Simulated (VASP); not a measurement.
# SiC (P1) in VASP: single point with LDA

Aim: the single point of SiC with LDA.

All numbers are computed with VASP 6.6.1; they aren't measurements. Logs are shortened: lines on timing, memory, paths and dates and some standing lists are left out, and cuts for length are marked.

## (1) The cell of the first run

The typed cell holds 8 atoms: a = 4.473 Å, b = 4.170 Å, c = 4.241 Å, α = 85.68°, β = 90.10°, γ = 85.68°.

## (2) Single point, LDA (atoms moved at random and the cell strained at random)

INCAR reads:

```
ALGO = Normal
EDIFF = 1E-7
ENCUT = 520
ISIF = 2
ISMEAR = 0
LASPH = True
LCHARG = True
LELF = True
LREAL = False
LVHAR = True
LWAVE = False
NBANDS = 26
NELM = 80
PREC = Accurate
SIGMA = 0.05
```

KPOINTS reads:

```
k-points
0
Gamma
  8 8 8
```

POSCAR reads:

```
SiC
1.0
    4.4699908202     -0.1628064343      0.0067004987
    0.1628064343     -4.1641414670     -0.1587316470
   -0.0067004987     -0.1587316470     -4.2384491634
Si C
4 4
Direct
   -0.0176329390      0.4868436277      0.5264813720
    0.4883706520     -0.0000666666      0.4970406243
    0.5233043616      0.4564389861      0.0180387474
    0.0243634070      0.0123620466     -0.0029221308
    0.7485278693      0.7523987969      0.7542099273
    0.2524563885      0.2575683294      0.7250432570
    0.2410070536      0.7704486629      0.2381141014
    0.7396032070      0.2640062170      0.2439941014
```

Potentials or basis: VASP PAW LDA potentials, release 64 (Si, C).

Started as:

```bash
> cat potpaw_LDA.64/Si/POTCAR potpaw_LDA.64/C/POTCAR > POTCAR
> mpirun -np 1 vasp_std > vasp.out
```

OUTCAR:

```text
EDIFF = 1E-7
   ENCUT = 520
   ISIF = 2
   ISMEAR = 0
   LASPH = True
   LREAL = False
   NELM = 80
   PREC = Accurate

 ion  position               nearest neighbor table
   1  0.982  0.487  0.526-   6 1.67   5 1.80   8 1.95   7 2.06   4 2.70   3 2.93   2 2.93   2 2.95
                             3 2.99   4 3.03   4 3.09   4 3.10   2 3.12
   2  0.488  1.000  0.497-   6 1.79   5 1.80   8 1.91   7 1.91   3 2.69   1 2.93   1 2.95   4 2.96
                             4 2.97   3 3.03   3 3.04   1 3.12
   3  0.523  0.456  0.018-   8 1.50   5 1.94   6 2.00   7 2.03   2 2.69   4 2.80   1 2.93   1 2.99
                             4 3.01   2 3.03   2 3.04   4 3.09
   4  0.024  0.012  0.997-   7 1.64   6 1.84   8 1.95   5 2.03   1 2.70   3 2.80   2 2.96   2 2.97
                             3 3.01   1 3.03   1 3.09   3 3.09   1 3.10
   5  0.749  0.752  0.754-   1 1.80   2 1.80   3 1.94   4 2.03
   6  0.252  0.258  0.725-   1 1.67   2 1.79   4 1.84   3 2.00
   7  0.241  0.770  0.238-   4 1.64   2 1.91   3 2.03   1 2.06
   8  0.740  0.264  0.244-   3 1.50   2 1.91   4 1.95   1 1.95

  LATTYP: Found a triclinic cell.
 ALAT       =     7.4563917774
 B/A-ratio  =     0.5998826062
 C/A-ratio  =     0.5688308533
 COS(alpha) =     0.0017135160
 COS(beta)  =     0.5277200951
 COS(gamma) =     0.6429724067

  Lattice vectors:

 A1 = (   4.6394977532,  -4.1682162543,   4.0864180151)
 A2 = (   4.4699908202,  -0.1628064343,   0.0067004987)
 A3 = (   0.0067004987,   0.1587316470,   4.2384491634)

Analysis of symmetry for initial positions (statically):
=====================================================================
 Subroutine PRICEL returns:
 Original cell was already a primitive cell.

 Routine SETGRP: Setting up the symmetry group for a
 triclinic supercell.

 Subroutine GETGRP returns: Found  1 space group operations
 (whereof  1 operations were pure point group operations)
 out of a pool of  2 trial point group operations.

The static configuration has the point symmetry C_1 .

Analysis of symmetry for dynamics (positions and initial velocities):
=====================================================================
 Subroutine PRICEL returns:
 Original cell was already a primitive cell.

 Routine SETGRP: Setting up the symmetry group for a
 triclinic supercell.

 Subroutine GETGRP returns: Found  1 space group operations
 (whereof  1 operations were pure point group operations)
 out of a pool of  2 trial point group operations.

The dynamic configuration has the point symmetry C_1 .

 Subroutine INISYM returns: Found  1 space group operations
 (whereof  1 operations are pure point group operations),
 and found     1 'primitive' translations

----------------------------------------------------------------------------------------

                                     Primitive cell

  volume of cell :      78.6676

  direct lattice vectors                    reciprocal lattice vectors
     4.469990820 -0.162806434  0.006700499     0.224035105  0.008785196 -0.000683183
     0.162806434 -4.164141467 -0.158731647    -0.008785196 -0.240833350  0.009033195
    -0.006700499 -0.158731647 -4.238449163     0.000683183  0.009033195 -0.236274730

  length of vectors
     4.472959732  4.170344809  4.241425697     0.224208329  0.241162768  0.236448331

  position of ions in fractional coordinates (direct lattice)
     0.982367061  0.486843628  0.526481372
     0.488370652  0.999933333  0.497040624
     0.523304362  0.456438986  0.018038747
     0.024363407  0.012362047  0.997077869
     0.748527869  0.752398797  0.754209927
     0.252456389  0.257568329  0.725043257
     0.241007054  0.770448663  0.238114101
     0.739603207  0.264006217  0.243994101

  ion indices of the primitive-cell ions
   primitive index   ion index
                 1           1
                 2           2
                 3           3
                 4           4
                 5           5
                 6           6
                 7           7
                 8           8

----------------------------------------------------------------------------------------

 KPOINTS: k-points

Automatic generation of k-mesh.
 Grid dimensions read from file:
 generate k-points for:    8    8    8

 Generating k-lattice:

  Cartesian coordinates                     Fractional coordinates (reciprocal lattice)
     0.028004388  0.001098150 -0.000085398     0.125000000 -0.000000000  0.000000000
    -0.001098150 -0.030104169  0.001129149    -0.000000000  0.125000000 -0.000000000
     0.000085398  0.001129149 -0.029534341     0.000000000  0.000000000  0.125000000

  Length of vectors
     0.028026041  0.030145346  0.029556041

  Shift w.r.t. Gamma in fractional coordinates (k-lattice)
     0.000000000  0.000000000  0.000000000

 Subroutine IBZKPT returns following result:
 ===========================================

 Found    260 irreducible k-points:

 Following reciprocal coordinates:
            Coordinates               Weight
  0.000000  0.000000  0.000000      1.000000
  0.125000 -0.000000 -0.000000      2.000000
  0.250000 -0.000000 -0.000000      2.000000
  0.375000 -0.000000 -0.000000      2.000000
  0.500000 -0.000000 -0.000000      1.000000
 -0.000000  0.125000  0.000000      2.000000
[... 16 lines left out ...]
  0.125000  0.375000  0.000000      2.000000
  0.250000  0.375000  0.000000      2.000000
 [... further k-points ...]
   k-points           NKPTS =    260   k-points in BZ     NKDIM =    260   number of bands    NBANDS=     26
   number of dos      NEDOS =    301   number of ions     NIONS =      8
   total plane-waves  NPLWV =  36864
   dimension x,y,z NGX =    36 NGY =   32 NGZ =   32
   dimension x,y,z NGXF=    72 NGYF=   64 NGZF=   64
   ions per type =               4   4
   NGX,Y,Z   is equivalent  to a cutoff of  13.38, 12.76, 12.54 a.u.
   NGXF,Y,Z  is equivalent  to a cutoff of  26.76, 25.51, 25.09 a.u.
 SYSTEM =  unknown system
   PREC   = accura    normal or accurate (medium, high low for compatibility)
   ISTART =      0    job   : 0-new  1-cont  2-samecut
   ICHARG =      2    charge: 1-file 2-atom 10-const
   ISPIN  =      1    spin polarized calculation?
   LNONCOLLINEAR =      F non collinear calculations
   LSORBIT =      F    spin-orbit coupling
   LASPH  =      T    aspherical Exc in radial PAW
   ENCUT  =  520.0 eV  38.22 Ry    6.18 a.u.   8.32  7.75  7.89*2*pi/ulx,y,z
   NELM   =     80;   NELMIN=  2; NELMDL= -5     # of ELM steps
   EDIFF  = 0.1E-06   stopping-criterion for ELM
   LREAL  =      F    real-space projection
   EDIFFG = 0.1E-05   stopping-criterion for IOM
   NSW    =      0    number of steps for IOM
   IBRION =     -1    ionic relax: 0-MD 1-quasi-New 2-CG
   NFREE  =      0    steps in history (QN), initial steepest desc. (CG)
   ISIF   =      2    stress and relaxation
   ISYM   =      2    0-nonsym 1-usesym 2-fastsym
   POTIM  = 0.5000    time-step for ionic-motion
   TEBEG  =    0.0;   TEEND  =   0.0 temperature during run
   PSTRESS=    0.0 pullay stress
   NELECT =      32.0000    total number of electrons
   NUPDOWN=      -1.0000    fix difference up-down
   EMIN   =  10.00;   EMAX   =-10.00  energy-range for DOS
   EFERMI =   0.00;   METHOD = LEGACY
   ISMEAR =     0;   SIGMA  =   0.05  broadening in eV -4-tet -1-fermi 0-gaus
   EFERMI_NEDOS =   21; number of points for ismear=-14 and -15
   IALGO  =     38    algorithm
   IMIX   =      4    mixing-type and parameters
     AMIX     =   0.40;   BMIX     =  1.00
     AMIX_MAG =   1.60;   BMIX_MAG =  1.00
  volume/ion in A,a.u.               =       9.83        66.36
  Fermi-wavevector in a.u.,A,eV,Ry     =   1.212996  2.292231 20.019071  1.471360
  Thomas-Fermi vector in A             =   2.348463
   LORBIT       =      0    0 simple, 1 ext, 2 COOP (PROOUT), +10 PAW based schemes
   GGA     = CA    functional components
   LHFCALC =     F    Hartree Fock is set to
   AEXX    =    0.0000 exact exchange contribution
   IVDW    =     0    specifies the selected vdW correction
   LEPSILON=     F    determine dielectric tensor
   LRPA    =     F    only Hartree local field effects (RPA)
 non-spin polarized calculation
 Gauss-broadening in eV      SIGMA  =   0.05
  energy-cutoff  :      520.00
  volume of cell :       78.67
 maximum number of plane-waves:      2136
 NGX is ok and might be reduce to    36
   NGX = 17   NGY = 15   NGZ = 15

 number of electron      32.0000000 magnetization

 Free energy of the ion-electron system (eV)
  ---------------------------------------------------
  ext. energy  EPLUGINS =         0.00000000
  ---------------------------------------------------
  free energy    TOTEN  =       -62.37859023 eV

  energy without entropy =      -62.37857427  energy(sigma->0) =      -62.37858225

 E-fermi :   9.1649     XC(G=0): -11.7560

 val. band max:        9.0950883115   @ k =   0.0000   0.0000   0.0000
 cond. band min:       9.2344829804   @ k =   0.0000   0.0000   0.0000
 fundamental gap:      0.1393946690
 Fermi energy:         9.1648817156

 k-point     1 :       0.0000    0.0000    0.0000
  band No.  band energies     occupation
      1      -7.2388      2.00000
      2      -2.7068      2.00000
      3      -1.6516      2.00000
      4      -1.5680      2.00000
      5       0.0613      2.00000
      6       0.8003      2.00000
[... 18 lines left out ...]
     25      16.1783      0.00000
     26      18.5985      0.00000

 k-point     2 :       0.1250   -0.0000   -0.0000
  band No.  band energies     occupation
      1      -7.1422      2.00000
      2      -3.1187      2.00000
      3      -1.7461      2.00000
      4      -1.5624      2.00000
      5       0.5921      2.00000
      6       0.9025      2.00000
[... 18 lines left out ...]
     25      16.2454      0.00000
[... 608 lines left out ...]
     25      17.5829      0.00000
     26      18.1645      0.00000

 k-point    24 :       0.2500    0.3750    0.0000
  band No.  band energies     occupation
      1      -6.0590      2.00000
      2      -3.9280      2.00000
      3      -3.1774      2.00000
      4      -2.1060      2.00000
      5       1.1997      2.00000
      6       1.6971      2.00000
[... 18 lines left out ...]
     25      17.1583      0.00000
     26      17.2629      0.00000

 [... further k-points ...]

------------------------ aborting loop because EDIFF is reached ----------------------------------------

  FORCE on cell =-STRESS in cart. coord.  units (eV):
  Direction    XX          YY          ZZ          XY          YZ          ZX
  --------------------------------------------------------------------------------------
  -------------------------------------------------------------------------------------
  Total        6.8888916     12.4208571     14.0096117     18.5094126    -17.3175289     -9.9551112
  in kB      140.3020378    252.9683531    285.3255930    376.9704133   -352.6960119   -202.7499441
  external PRESSURE =     226.1986613 kB  Pullay stress =       0.0000000 kB

 VOLUME and BASIS-vectors are now :
 -----------------------------------------------------------------------------
  energy-cutoff  :      520.00
  volume of cell :       78.67
      direct lattice vectors                 reciprocal lattice vectors
     4.469990820 -0.162806434  0.006700499     0.224035105  0.008785196 -0.000683183
     0.162806434 -4.164141467 -0.158731647    -0.008785196 -0.240833350  0.009033195
    -0.006700499 -0.158731647 -4.238449163     0.000683183  0.009033195 -0.236274730

 POSITION                                       TOTAL-FORCE (eV/Angst)
 -----------------------------------------------------------------------------------
      4.46691     -2.27079     -2.30216        -1.159335     -3.825080      4.425077
      2.34248     -4.32227     -2.26213         0.532364      1.256112      1.143032
      2.41336     -1.98874     -0.14540        -8.689517     -9.526917      8.194618
      0.10424     -0.21371     -4.22786        -4.126999     -0.700838      2.263794
      3.46335     -3.37468     -3.31109         0.033914      0.263413     -1.082328
      1.16555     -1.22874     -3.11225         2.239158      1.436746     -3.709458
      1.20114     -3.28529     -1.12991         3.047938      4.355600     -3.436034
      3.34737     -1.25850     -1.07111         8.122477      6.740964     -7.798700
 -----------------------------------------------------------------------------------
    total drift:                                0.000077      0.000493     -0.000312

  FREE ENERGIE OF THE ION-ELECTRON SYSTEM (eV)
  ---------------------------------------------------
  free  energy   TOTEN  =       -62.3785902252 eV

  energy  without entropy=      -62.3785742686  energy(sigma->0) =      -62.37858225
```

Run time: 3.5 min. Hardware: 1 thread of Intel Xeon 6975P-C (Granite Rapids), shared host; peak memory 0.45 GiB.

Results:

```yaml
Free_energy: -62.3786 eV
Pressure: 22.6 GPa
Largest_force: 15.278 eV/Å
Band_gap_on_the_k_mesh: 0.14 eV
```

Forces in eV/Å, atoms in the order of the input:
```
Si  -1.159 -3.825  4.425
Si   0.532  1.256  1.143
Si  -8.690 -9.527  8.195
Si  -4.127 -0.701  2.264
C    0.034  0.263 -1.082
C    2.239  1.437 -3.709
C    3.048  4.356 -3.436
C    8.122  6.741 -7.799
```

Levels at points of the mesh, in eV from the valence-band top:
| k point | band 14 | band 15 | band 16 | band 17 | band 18 | band 19 |
| --- | --- | --- | --- | --- | --- | --- |
| (0.00, 0.00, 0.00) | -1.04 | -0.44 | 0.00 | 0.14 | 0.59 | 1.51 |
| (0.50, 0.00, 0.00) | -2.49 | -1.58 | -1.42 | 3.10 | 3.48 | 4.21 |
| (0.00, 0.50, 0.00) | -3.01 | -2.29 | -1.80 | 3.29 | 3.75 | 4.56 |
| (0.50, 0.50, 0.00) | -1.98 | -1.55 | -1.33 | 4.27 | 4.45 | 5.22 |
| (0.00, 0.00, 0.50) | -2.68 | -2.41 | -1.78 | 3.39 | 3.64 | 4.52 |
| (0.50, 0.00, 0.50) | -2.49 | -1.63 | -1.12 | 4.06 | 4.25 | 4.59 |
| (0.00, 0.50, 0.50) | -1.40 | -0.89 | -0.78 | 4.87 | 5.23 | 5.88 |
| (0.50, 0.50, 0.50) | -0.99 | -0.82 | -0.38 | 3.70 | 3.88 | 5.11 |

Caveat: the cell differs from its parent crystal (atoms moved at random and the cell strained at random); the cell stands under pressure; forces of over 1 eV/Å act on the atoms, so gaps and moduli don't describe the material at rest. A k mesh can miss the band edges.
